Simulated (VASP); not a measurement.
# ScGa3 (P4/mmm) in VASP: a series of runs

ScGa3 is run at these levels: LDA; tasks: electric field gradients.

Everything below comes from runs of VASP 6.6.1. Logs are shortened: lines on timing, memory, paths and dates and some standing lists are left out, and cuts for length are marked.

### 1 The cell of the first run

It takes space group P4/mmm (No. 123, tetragonal). The conventional cell has a = 4.054 Å, b = 4.054 Å, c = 4.095 Å, α = 90.00°, β = 90.00°, γ = 90.00°. Sc (site symmetry 4/mmm) has 12 Ga at 2.87 to 2.88 Å within 3.8 Å. Ga (site symmetry mmm) has 8 Ga at 2.87 to 2.88 Å and 4 Sc at 2.88 Å within 3.8 Å. Ga (site symmetry 4/mmm) has 4 Sc at 2.87 Å and 8 Ga at 2.88 Å within 3.8 Å.

### 2 Electric field gradients, LDA (equal xx and yy strain of -1 %)

INCAR

```
PREC = Accurate
ENCUT = 520
EDIFF = 1E-8
ISMEAR = -1
SIGMA = 0.05
LREAL = F
LASPH = T
NELM = 60
ALGO = Normal
ISIF = 2
LWAVE = F
LCHARG = F
LEFG = T
NBANDS = 33
```

KPOINTS

```
regular mesh
0
Gamma
  9 9 9
```

POSCAR

```
ScGa3
1.0
    4.0540500000      0.0000000000      0.0000000000
    0.0000000000      4.0540500000      0.0000000000
    0.0000000000      0.0000000000      4.0950000000
Sc Ga
1 3
Direct
    0.0000000000      0.0000000000      0.0000000000
    0.0000000000      0.5000000000      0.5000000000
    0.5000000000      0.0000000000      0.5000000000
    0.5000000000      0.5000000000      0.0000000000
```

Potentials or basis: VASP PAW LDA potentials, release 64 (Sc_sv, Ga_d).

Started as:

```sh
$ cat potpaw_LDA.64/Sc_sv/POTCAR potpaw_LDA.64/Ga_d/POTCAR > POTCAR
$ mpirun -np 1 vasp_std > vasp.out
```

OUTCAR:

```text
PREC = Accurate
   ENCUT = 520
   EDIFF = 1E-8
   ISMEAR = -1
   LREAL = F
   LASPH = T
   NELM = 60
   ISIF = 2

 ion  position               nearest neighbor table
   1  0.000  0.000  0.000-   4 2.87   4 2.87   4 2.87   4 2.87   3 2.88   2 2.88   3 2.88   2 2.88
                             3 2.88   2 2.88   3 2.88   2 2.88
   2  0.000  0.500  0.500-   3 2.87   3 2.87   3 2.87   3 2.87   4 2.88   1 2.88   1 2.88   1 2.88
                             4 2.88   4 2.88   4 2.88   1 2.88
   3  0.500  0.000  0.500-   2 2.87   2 2.87   2 2.87   2 2.87   4 2.88   1 2.88   4 2.88   4 2.88
                             1 2.88   4 2.88   1 2.88   1 2.88
   4  0.500  0.500  0.000-   1 2.87   1 2.87   1 2.87   1 2.87   3 2.88   2 2.88   3 2.88   3 2.88
                             3 2.88   2 2.88   2 2.88   2 2.88

  LATTYP: Found a simple tetragonal cell.
 ALAT       =     4.0540500000
 C/A-ratio  =     1.0101010101

  Lattice vectors:

 A1 = (   4.0540500000,   0.0000000000,   0.0000000000)
 A2 = (   0.0000000000,   4.0540500000,   0.0000000000)
 A3 = (   0.0000000000,   0.0000000000,   4.0950000000)

Analysis of symmetry for initial positions (statically):
=====================================================================
 Subroutine PRICEL returns:
 Original cell was already a primitive cell.

 Routine SETGRP: Setting up the symmetry group for a
 simple tetragonal supercell.

 Subroutine GETGRP returns: Found 16 space group operations
 (whereof 16 operations were pure point group operations)
 out of a pool of 16 trial point group operations.

The static configuration has the point symmetry D_4h.

Analysis of symmetry for dynamics (positions and initial velocities):
=====================================================================
 Subroutine PRICEL returns:
 Original cell was already a primitive cell.

 Routine SETGRP: Setting up the symmetry group for a
 simple tetragonal supercell.

 Subroutine GETGRP returns: Found 16 space group operations
 (whereof 16 operations were pure point group operations)
 out of a pool of 16 trial point group operations.

The dynamic configuration has the point symmetry D_4h.

 Subroutine INISYM returns: Found 16 space group operations
 (whereof 16 operations are pure point group operations),
 and found     1 'primitive' translations

----------------------------------------------------------------------------------------

                                     Primitive cell

  volume of cell :      67.3026

  direct lattice vectors                    reciprocal lattice vectors
     4.054050000  0.000000000  0.000000000     0.246666913  0.000000000  0.000000000
     0.000000000  4.054050000  0.000000000     0.000000000  0.246666913  0.000000000
     0.000000000  0.000000000  4.095000000     0.000000000  0.000000000  0.244200244

  length of vectors
     4.054050000  4.054050000  4.095000000     0.246666913  0.246666913  0.244200244

  position of ions in fractional coordinates (direct lattice)
     0.000000000  0.000000000  0.000000000
     0.000000000  0.500000000  0.500000000
     0.500000000  0.000000000  0.500000000
     0.500000000  0.500000000  0.000000000

  ion indices of the primitive-cell ions
   primitive index   ion index
                 1           1
                 2           2
                 3           3
                 4           4

----------------------------------------------------------------------------------------

 KPOINTS: regular mesh

Automatic generation of k-mesh.
 Grid dimensions read from file:
 generate k-points for:    9    9    9

 Generating k-lattice:

  Cartesian coordinates                     Fractional coordinates (reciprocal lattice)
     0.027407435  0.000000000  0.000000000     0.111111111  0.000000000  0.000000000
     0.000000000  0.027407435  0.000000000     0.000000000  0.111111111  0.000000000
[... 46 lines left out ...]
   NGX,Y,Z   is equivalent  to a cutoff of  12.30, 12.30, 12.18 a.u.
   NGXF,Y,Z  is equivalent  to a cutoff of  24.60, 24.60, 24.36 a.u.
 SYSTEM =  unknown system
   PREC   = accura    normal or accurate (medium, high low for compatibility)
   ISTART =      0    job   : 0-new  1-cont  2-samecut
   ICHARG =      2    charge: 1-file 2-atom 10-const
   ISPIN  =      1    spin polarized calculation?
   LNONCOLLINEAR =      F non collinear calculations
   LSORBIT =      F    spin-orbit coupling
   LASPH  =      T    aspherical Exc in radial PAW
   ENCUT  =  520.0 eV  38.22 Ry    6.18 a.u.   7.54  7.54  7.61*2*pi/ulx,y,z
   NELM   =     60;   NELMIN=  2; NELMDL= -5     # of ELM steps
   EDIFF  = 0.1E-07   stopping-criterion for ELM
   LREAL  =      F    real-space projection
   EDIFFG = 0.1E-06   stopping-criterion for IOM
   NSW    =      0    number of steps for IOM
   IBRION =     -1    ionic relax: 0-MD 1-quasi-New 2-CG
   NFREE  =      0    steps in history (QN), initial steepest desc. (CG)
   ISIF   =      2    stress and relaxation
   ISYM   =      2    0-nonsym 1-usesym 2-fastsym
   POTIM  = 0.5000    time-step for ionic-motion
   TEBEG  =    0.0;   TEEND  =   0.0 temperature during run
   PSTRESS=    0.0 pullay stress
   NELECT =      50.0000    total number of electrons
   NUPDOWN=      -1.0000    fix difference up-down
   EMIN   =  10.00;   EMAX   =-10.00  energy-range for DOS
   EFERMI =   0.00;   METHOD = LEGACY
   ISMEAR =    -1;   SIGMA  =   0.05  broadening in eV -4-tet -1-fermi 0-gaus
   EFERMI_NEDOS =   21; number of points for ismear=-14 and -15
   IALGO  =     38    algorithm
   IMIX   =      4    mixing-type and parameters
     AMIX     =   0.40;   BMIX     =  1.00
     AMIX_MAG =   1.60;   BMIX_MAG =  1.00
  volume/ion in A,a.u.               =      16.83       113.55
  Fermi-wavevector in a.u.,A,eV,Ry     =   1.482703  2.801902 29.911154  2.198408
  Thomas-Fermi vector in A             =   2.596456
   LORBIT       =      0    0 simple, 1 ext, 2 COOP (PROOUT), +10 PAW based schemes
   GGA     = CA    functional components
   LHFCALC =     F    Hartree Fock is set to
   AEXX    =    0.0000 exact exchange contribution
   IVDW    =     0    specifies the selected vdW correction
   LEPSILON=     F    determine dielectric tensor
   LRPA    =     F    only Hartree local field effects (RPA)
 non-spin polarized calculation
  energy-cutoff  :      520.00
  volume of cell :       67.30
 maximum number of plane-waves:      1831
 NGX is ok and might be reduce to    30
   NGX = 15   NGY = 15   NGZ = 15

 number of electron      50.0000069 magnetization

 Free energy of the ion-electron system (eV)
  ---------------------------------------------------
  ext. energy  EPLUGINS =         0.00000000
  ---------------------------------------------------
  free energy    TOTEN  =       -19.79562022 eV

  energy without entropy =      -19.78509675  energy(sigma->0) =      -19.79035849

 E-fermi :   6.3871     XC(G=0): -11.9102

 val. band max:        6.3750856598   @ k =   0.3333   0.0000   0.1111
 cond. band min:       6.3944593560   @ k =   0.1111   0.0000   0.3333
 fundamental gap:      0.0193736962
 Fermi energy:         6.3870616368

 k-point     1 :       0.0000    0.0000    0.0000
  band No.  band energies     occupation
      1     -42.2928      2.00000
      2     -21.3254      2.00000
      3     -21.3174      2.00000
      4     -21.3174      2.00000
      5      -8.8762      2.00000
      6      -8.8544      2.00000
[... 853 lines left out ...]
     32      10.9488      0.00000
     33      11.9380      0.00000

 [... further k-points ...]

------------------------ aborting loop because EDIFF is reached ----------------------------------------

  FORCE on cell =-STRESS in cart. coord.  units (eV):
  Direction    XX          YY          ZZ          XY          YZ          ZX
  --------------------------------------------------------------------------------------
  -------------------------------------------------------------------------------------
  Total       -1.4415137     -1.4415137     -1.9409751      0.0000000     -0.0000000     -0.0000000
  in kB      -34.3160470    -34.3160470    -46.2060058      0.0000000     -0.0000000     -0.0000000
  external PRESSURE =     -38.2793666 kB  Pullay stress =       0.0000000 kB

 VOLUME and BASIS-vectors are now :
 -----------------------------------------------------------------------------
  energy-cutoff  :      520.00
  volume of cell :       67.30
      direct lattice vectors                 reciprocal lattice vectors
     4.054050000  0.000000000  0.000000000     0.246666913  0.000000000  0.000000000
     0.000000000  4.054050000  0.000000000     0.000000000  0.246666913  0.000000000
     0.000000000  0.000000000  4.095000000     0.000000000  0.000000000  0.244200244

 POSITION                                       TOTAL-FORCE (eV/Angst)
 -----------------------------------------------------------------------------------
      0.00000      0.00000      0.00000         0.000000      0.000000      0.000000
      0.00000      2.02703      2.04750         0.000000      0.000000      0.000000
      2.02703      0.00000      2.04750         0.000000      0.000000      0.000000
      2.02703      2.02703      0.00000         0.000000      0.000000      0.000000
 -----------------------------------------------------------------------------------
    total drift:                                0.000000      0.000000     -0.000000

  FREE ENERGIE OF THE ION-ELECTRON SYSTEM (eV)
  ---------------------------------------------------
  free  energy   TOTEN  =       -19.7956202242 eV

  energy  without entropy=      -19.7850967475  energy(sigma->0) =      -19.79035849

 Electric field gradients (V/A^2)
---------------------------------------------------------------------
 ion       V_xx      V_yy      V_zz      V_xy      V_xz      V_yz
---------------------------------------------------------------------
   1      -1.006    -1.006     2.011    -0.000    -0.000    -0.000
   2      62.626   -32.427   -30.199    -0.000     0.000    -0.000
   3     -32.427    62.626   -30.199     0.000    -0.000     0.000
   4     -32.824   -32.824    65.649     0.000     0.000     0.000
---------------------------------------------------------------------

 Electric field gradients after diagonalization (V/A^2)
 (convention: |V_zz| > |V_xx| > |V_yy|)
----------------------------------------------------------------------
 ion       V_xx      V_yy      V_zz     asymmetry (V_yy - V_xx)/ V_zz
----------------------------------------------------------------------
   1      -1.006    -1.006     2.011       0.000
   2     -32.427   -30.199    62.626       0.036
   3     -32.427   -30.199    62.626       0.036
   4     -32.824   -32.824    65.649       0.000
----------------------------------------------------------------------

           NMR quadrupolar parameters

 Cq : quadrupolar parameter    Cq=e*Q*V_zz/h
 eta: asymmetry parameters     (V_yy - V_xx)/ V_zz
 Q  : nuclear electric quadrupole moment in mb (millibarn)
----------------------------------------------------------------------
 ion       Cq(MHz)       eta       Q (mb)
----------------------------------------------------------------------
   1       0.005       0.000       1.000
   2       0.151       0.036       1.000
   3       0.151       0.036       1.000
   4       0.159       0.000       1.000
----------------------------------------------------------------------
```

It took 2.5 min on 1 thread of Intel Xeon Platinum 8559C (Emerald Rapids), shared host; peak memory 0.24 GiB.

Results:

| Item | Value |
| --- | --- |
| Free energy | -19.7956 eV |
| Pressure | -3.8 GPa |
| Band gap on the k mesh | zero (bands 25 and 26 overlap by 3.20 eV) |
| Largest electric field gradient by atom | Sc +2.0; Ga +62.6, +65.6 (each value once) V/Å² |

Electric field gradients, principal values (V/Å²):
```csv
atom,least,middle,greatest (by size)
1 Sc,-1.006,-1.006,2.011
2 Ga,-30.199,-32.427,62.626
3 Ga,-30.199,-32.427,62.626
4 Ga,-32.824,-32.824,65.649
```

Caveat: the cell differs from its parent crystal (equal xx and yy strain of -1 %); the cell stands under tension; without QUAD_EFG the Cq values of the log hold for a quadrupole moment of 1 mb, not for the nuclei.

[end of part 1 of 2]
